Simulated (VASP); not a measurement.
# AgP4 (C2/c) in VASP: single point with PBE

Aim: the single point of AgP4 with PBE.

Program: VASP 6.6.1. These are calculated values, not measurements. Logs are shortened: lines on timing, memory, paths and dates and some standing lists are left out, and cuts for length are marked.

### 1 The cell of the first run

The structure is monoclinic, space group C2/c (No. 15). Conventional cell: a = 5.413 Å, b = 11.349 Å, c = 5.930 Å, α = 90.00°, β = 110.64°, γ = 90.00°. Within 3.3 Å of Ag (site symmetry 2) lie 6 P at 2.48 to 2.55 Å. Within 2.8 Å of P (site symmetry 1) lie 2 P at 2.12 to 2.17 Å and 2 Ag at 2.55 Å. P (site symmetry 1) has 3 P at 2.17 to 2.19 Å and 1 Ag at 2.48 Å within 2.9 Å.

### 2 Single point, PBE

The input, INCAR:

```
SYSTEM = AgP4
PREC = Accurate
ENCUT = 630
EDIFF = 1E-6
ISMEAR = -1
SIGMA = 0.1
LREAL = .FALSE.
LASPH = .TRUE.
NELM = 120
ALGO = Normal
ISIF = 2
LWAVE = .FALSE.
LCHARG = .FALSE.
GGA = PE
NBANDS = 50
GGA_COMPAT = .FALSE.
```

The input, KPOINTS:

```
Automatic mesh
0
G
  4 4 3
  0 0 0
```

The input, POSCAR:

```
AgP4
1.0
    5.4132190000     -0.0000002385      0.0000000000
    2.7066092500     -5.6745571192      0.0000000000
    2.0902180000     -0.0000000921     -5.5491760000
Ag P
2 8
Direct
    0.0814397304      0.8371205392      0.7500000000
    0.9185602696      0.1628794608      0.2500000000
    0.3754146021      0.8312768360      0.3061101307
    0.7933085619      0.8312768360      0.1938898693
    0.6245853979      0.1687231640      0.6938898693
    0.2066914381      0.1687231640      0.8061101307
    0.5270458595      0.5169190818      0.8069818528
    0.9560350588      0.5169190818      0.6930181472
    0.4729541405      0.4830809182      0.1930181472
    0.0439649412      0.4830809182      0.3069818528
```

Potentials or basis: VASP PAW PBE potentials, release 64 (Ag_sv_GW, P).

Launch:

```console
cat potpaw_PBE.64/Ag_sv_GW/POTCAR potpaw_PBE.64/P/POTCAR > POTCAR
mpirun -np 1 vasp_std > vasp.out
```

OUTCAR:

```text
SYSTEM = AgP4
   PREC = Accurate
   ENCUT = 630
   EDIFF = 1E-6
   ISMEAR = -1
   LREAL = .FALSE.
   LASPH = .TRUE.
   NELM = 120
   ISIF = 2
   GGA = PE

 ion  position               nearest neighbor table
   1  0.081  0.837  0.750-   8 2.48   7 2.48   4 2.55   3 2.55   5 2.55   6 2.55
   2  0.919  0.163  0.250-  10 2.48   9 2.48   6 2.55   5 2.55   3 2.55   4 2.55
   3  0.375  0.831  0.306-   4 2.12   9 2.17   1 2.55   2 2.55
   4  0.793  0.831  0.194-   3 2.12  10 2.17   1 2.55   2 2.55
   5  0.625  0.169  0.694-   6 2.12   7 2.17   2 2.55   1 2.55
   6  0.207  0.169  0.806-   5 2.12   8 2.17   2 2.55   1 2.55
   7  0.527  0.517  0.807-   5 2.17   8 2.18   9 2.19   1 2.48
   8  0.956  0.517  0.693-   6 2.17   7 2.18  10 2.19   1 2.48
   9  0.473  0.483  0.193-   3 2.17  10 2.18   7 2.19   2 2.48
  10  0.044  0.483  0.307-   4 2.17   9 2.18   8 2.19   2 2.48

  LATTYP: Found a base centered monoclinic cell.
 ALAT       =     5.4132190000
 B/A-ratio  =     2.0965554876
 C/A-ratio  =     1.0954270094
 COS(beta)  =    -0.3524946590

  Lattice vectors:

 A1 = (  -2.7066097500,  -5.6745568807,   0.0000000000)
 A2 = (  -2.7066092500,   5.6745571192,   0.0000000000)
 A3 = (   2.0902180000,  -0.0000000921,  -5.5491760000)

Analysis of symmetry for initial positions (statically):
=====================================================================
 Subroutine PRICEL returns:
 Original cell was already a primitive cell.

 Routine SETGRP: Setting up the symmetry group for a
 base centered monoclinic supercell.

 Subroutine GETGRP returns: Found  4 space group operations
 (whereof  2 operations were pure point group operations)
 out of a pool of  4 trial point group operations.

The static configuration has the point symmetry S_2 .
 The point group associated with its full space group is C_2h.

Analysis of symmetry for dynamics (positions and initial velocities):
=====================================================================
 Subroutine PRICEL returns:
 Original cell was already a primitive cell.

 Routine SETGRP: Setting up the symmetry group for a
 base centered monoclinic supercell.

 Subroutine GETGRP returns: Found  4 space group operations
 (whereof  2 operations were pure point group operations)
 out of a pool of  4 trial point group operations.

The dynamic configuration has the point symmetry S_2 .
[... 113 lines left out ...]
   NFREE  =      0    steps in history (QN), initial steepest desc. (CG)
   ISIF   =      2    stress and relaxation
   ISYM   =      2    0-nonsym 1-usesym 2-fastsym
   POTIM  = 0.5000    time-step for ionic-motion
   TEBEG  =    0.0;   TEEND  =   0.0 temperature during run
   PSTRESS=    0.0 pullay stress
   NELECT =      78.0000    total number of electrons
   NUPDOWN=      -1.0000    fix difference up-down
   EMIN   =  10.00;   EMAX   =-10.00  energy-range for DOS
   EFERMI =   0.00;   METHOD = LEGACY
   ISMEAR =    -1;   SIGMA  =   0.10  broadening in eV -4-tet -1-fermi 0-gaus
   EFERMI_NEDOS =   21; number of points for ismear=-14 and -15
   IALGO  =     38    algorithm
   IMIX   =      4    mixing-type and parameters
     AMIX     =   0.40;   BMIX     =  1.00
     AMIX_MAG =   1.60;   BMIX_MAG =  1.00
  volume/ion in A,a.u.               =      17.05       115.03
  Fermi-wavevector in a.u.,A,eV,Ry     =   1.261540  2.383965 21.653442  1.591483
  Thomas-Fermi vector in A             =   2.394994
   LORBIT       =      0    0 simple, 1 ext, 2 COOP (PROOUT), +10 PAW based schemes
   GGA     = PE    functional components
   LHFCALC =     F    Hartree Fock is set to
   AEXX    =    0.0000 exact exchange contribution
   IVDW    =     0    specifies the selected vdW correction
   LEPSILON=     F    determine dielectric tensor
   LRPA    =     F    only Hartree local field effects (RPA)
 non-spin polarized calculation
  energy-cutoff  :      630.00
  volume of cell :      170.46
 maximum number of plane-waves:      6133
 NGX is ok and might be reduce to    48
   NGX = 23   NGY = 25   NGZ = 25

 number of electron      77.9999999 magnetization

 Free energy of the ion-electron system (eV)
  ---------------------------------------------------
  ext. energy  EPLUGINS =         0.00000000
  ---------------------------------------------------
  free energy    TOTEN  =       -42.89750834 eV

  energy without entropy =      -42.80483512  energy(sigma->0) =      -42.85117173

 E-fermi :   7.8401     XC(G=0): -10.7479

 val. band max:        7.8260003377   @ k =   0.0000   0.0000   0.0000
 cond. band min:       7.8954846983   @ k =   0.5000   0.0000   0.3333
 fundamental gap:      0.0694843606
 Fermi energy:         7.8401255485

 k-point     1 :       0.0000    0.0000    0.0000
  band No.  band energies     occupation
      1     -85.0697      2.00000
      2     -85.0694      2.00000
      3     -48.5685      2.00000
      4     -48.5667      2.00000
      5     -48.5452      2.00000
      6     -48.5411      2.00000
[... 890 lines left out ...]
     49      11.2372      0.00000
     50      12.6931      0.00000

------------------------ aborting loop because EDIFF is reached ----------------------------------------

  FORCE on cell =-STRESS in cart. coord.  units (eV):
  Direction    XX          YY          ZZ          XY          YZ          ZX
  --------------------------------------------------------------------------------------
  -------------------------------------------------------------------------------------
  Total       11.1380913     11.5784688     12.5719336      0.0000000      0.0000001     -2.0365353
  in kB      104.6900229    108.8292542    118.1671065      0.0000002      0.0000008    -19.1419625
  external PRESSURE =     110.5621279 kB  Pullay stress =       0.0000000 kB

 VOLUME and BASIS-vectors are now :
 -----------------------------------------------------------------------------
  energy-cutoff  :      630.00
  volume of cell :      170.46
      direct lattice vectors                 reciprocal lattice vectors
     5.413219000 -0.000000239  0.000000000     0.184732970  0.088112597  0.069583695
     2.706609250 -5.674557119  0.000000000    -0.000000008 -0.176225210  0.000000000
     2.090218000 -0.000000092 -5.549176000     0.000000000  0.000000000 -0.180206935

 POSITION                                       TOTAL-FORCE (eV/Angst)
 -----------------------------------------------------------------------------------
      4.27427     -4.75029     -4.16188        -0.000000     -0.000519     -0.000000
      5.93577     -0.92427     -1.38729         0.000000      0.000519     -0.000000
      4.92198     -4.71713     -1.69866         0.031909      0.037571      0.028735
      6.94957     -4.71713     -1.07593        -0.031909      0.037571     -0.028735
      5.28807     -0.95743     -3.85052        -0.031909     -0.037571     -0.028735
      3.26048     -0.95743     -4.47325         0.031909     -0.037571      0.028735
      5.93888     -2.93329     -4.47808         0.038378      0.041029     -0.013415
      8.02288     -2.93329     -3.84568        -0.038378      0.041029      0.013415
      4.27117     -2.74127     -1.07109        -0.038378     -0.041029      0.013415
      2.18716     -2.74127     -1.70350         0.038378     -0.041029     -0.013415
 -----------------------------------------------------------------------------------
    total drift:                                0.000000     -0.000000      0.000000

  FREE ENERGIE OF THE ION-ELECTRON SYSTEM (eV)
  ---------------------------------------------------
  free  energy   TOTEN  =       -42.8975083447 eV

  energy  without entropy=      -42.8048351167  energy(sigma->0) =      -42.85117173
```

OSZICAR:

```text
N       E                     dE             d eps       ncg     rms          rms(c)
DAV:   1     0.981902400367E+03    0.98190E+03   -0.44181E+04  1964   0.175E+03
DAV:   2     0.429268461909E+02   -0.93898E+03   -0.88404E+03  2046   0.641E+02
DAV:   3    -0.487948674398E+02   -0.91722E+02   -0.86235E+02  2960   0.198E+02
DAV:   4    -0.542838250915E+02   -0.54890E+01   -0.51023E+01  2712   0.411E+01
DAV:   5    -0.545884896455E+02   -0.30466E+00   -0.29455E+00  2808   0.102E+01    0.292E+01
DAV:   6    -0.491241855915E+02    0.54643E+01   -0.16581E+02  2736   0.163E+02    0.197E+01
DAV:   7    -0.435322007585E+02    0.55920E+01   -0.27763E+01  2624   0.806E+01    0.116E+01
DAV:   8    -0.429266253952E+02    0.60558E+00   -0.11295E+01  2872   0.454E+01    0.403E+00
DAV:   9    -0.429151663228E+02    0.11459E-01   -0.10141E+00  2630   0.103E+01    0.161E+00
DAV:  10    -0.428992557189E+02    0.15911E-01   -0.12065E-01  2848   0.388E+00    0.723E-01
DAV:  11    -0.428974146176E+02    0.18411E-02   -0.18881E-02  2840   0.161E+00    0.195E-01
DAV:  12    -0.428975125403E+02   -0.97923E-04   -0.12554E-03  2702   0.263E-01    0.107E-01
DAV:  13    -0.428975216824E+02   -0.91421E-05   -0.93318E-05  2616   0.751E-02    0.819E-02
DAV:  14    -0.428975103660E+02    0.11316E-04   -0.79587E-05  2708   0.147E-01    0.234E-02
DAV:  15    -0.428975083526E+02    0.20134E-05   -0.34244E-05  2932   0.646E-02    0.112E-02
DAV:  16    -0.428975083447E+02    0.79363E-08   -0.10459E-06  1304   0.922E-03
   1 F= -.42897508E+02 E0= -.42851172E+02  d E =-.926732E-01
```

stdout:

```text
POSCAR found type information on POSCAR AgP
 POSCAR found :  2 types and      10 ions
 scaLAPACK will be used
 LDA part: xc-table for (Slater+PW92), standard interpolation
 POSCAR, INCAR and KPOINTS ok, starting setup
 FFT: planning ... GRIDC
 FFT: planning ... GRID_SOFT
 FFT: planning ... GRID
 WAVECAR not read
 entering main loop
```

Run time: 5.3 min. Hardware: 1 thread of Intel Xeon Platinum 8259CL at 2.50GHz (Skylake/Cascade Lake), shared host; peak memory 0.43 GiB.

What came out:

```yaml
Free_energy: -42.8975 eV
Pressure: 11.1 GPa
Largest_force: 0.058 eV/Å
Band_gap_on_the_k_mesh: zero (bands 39 and 40 overlap by 1.81 eV)
```

Forces in eV/Å, atoms in the order of the input:
```
Ag   0.000 -0.001  0.000
Ag   0.000  0.001  0.000
P    0.032  0.038  0.029
P   -0.032  0.038 -0.029
P   -0.032 -0.038 -0.029
P    0.032 -0.038  0.029
P    0.038  0.041 -0.013
P   -0.038  0.041  0.013
P   -0.038 -0.041  0.013
P    0.038 -0.041 -0.013
```

Caveat: the k points lie up to 0.38 Å⁻¹ apart, too coarse for converged energies and pressures of a metal.

The gap in the log of VASP goes by the Fermi energy; the results here count the filled bands.